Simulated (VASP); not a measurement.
Crystal: WC.

```xyz
2
Lattice="0.0000 2.1927 2.1927 2.1927 0.0000 2.1927 2.1927 2.1927 0.0000" Properties=species:S:1:pos:R:3 pbc="T T T"
W     0.0000    0.0000    0.0000
C     2.1927    2.1927    2.1927
```

```yaml
Program: VASP 6.6.1
Task: relaxation of cell and atoms
Functional: PBE
Dispersion: D3(BJ)
Potentials_or_basis: VASP PAW PBE potentials, release 64 (W_sv, C)
Cutoff: 600 eV
k_mesh: 10 × 10 × 10
Occupations: fermi-dirac, width 0.05 eV
Spin: no spin polarisation
```

At the start: pressure -7.9 GPa; volume 10.54 Å³/atom.

Task: How do energy, volume and symmetry change on relaxing?

Result: Over 3 steps the energy falls by 5.7 meV/atom and the volume is 10.32 Å³/atom (-2.1 %); space group Fm-3m (No. 225, to 0.05 Å).

Step by step:
```csv
step,energy change (eV),largest force (eV/Å),pressure (GPa),volume (Å³)
1,0.0000,0.0000,-7.88,21.08
2,0.0646,0.0000,23.41,19.54
3,-0.0113,0.0000,-0.15,20.64
```

Final structure:
```
W C
1.0
     0.00000    2.17726    2.17726
     2.17726    0.00000    2.17726
     2.17726    2.17726    0.00000
W C
1 1
Direct
  0.00000 0.00000 0.00000
  0.50000 0.50000 0.50000
```
